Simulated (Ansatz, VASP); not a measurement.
Two plane-wave programs on MgO

```
CELL_PARAMETERS angstrom
2.51737 0.00000 0.00000
0.00000 2.62335 0.00000
0.00000 0.00000 2.62335
ATOMIC_POSITIONS crystal
Mg 0.00000 0.00000 0.00000
O 0.50000 0.50000 0.50000
```

Change from the starting cell: uniaxial_x strain -4.0%.

Alike in both runs: task single point; functional r2SCAN; k mesh 10 × 10 × 10; no spin polarisation.

|  | VASP | Ansatz |
| --- | --- | --- |
| version | VASP 6.6.1 | Ansatz 0.2.0 |
| potentials or method | VASP PAW PBE potentials, release 64 (Mg, O) | plane waves, PAW |
| plane-wave cutoff (eV) | 520 | 500 |
| occupations | gaussian, width 0.01 eV | fixed |
| valence electrons in the cell | 8 | 16 |

```csv
,VASP,Ansatz,Ansatz less VASP
gap on the k mesh at the Fermi level (eV),3.49,3.53,+0.041
pressure (GPa),6.1,7.4,+1.27
"traceless stress, the component that is largest in VASP (GPa)",20.81,20.69,-0.118
```

VASP's potentials were made for PBE, not for r2SCAN. VASP's potentials hold 8 valence electrons a cell and Ansatz's 16, so a difference there can come from the potentials and not from the codes.
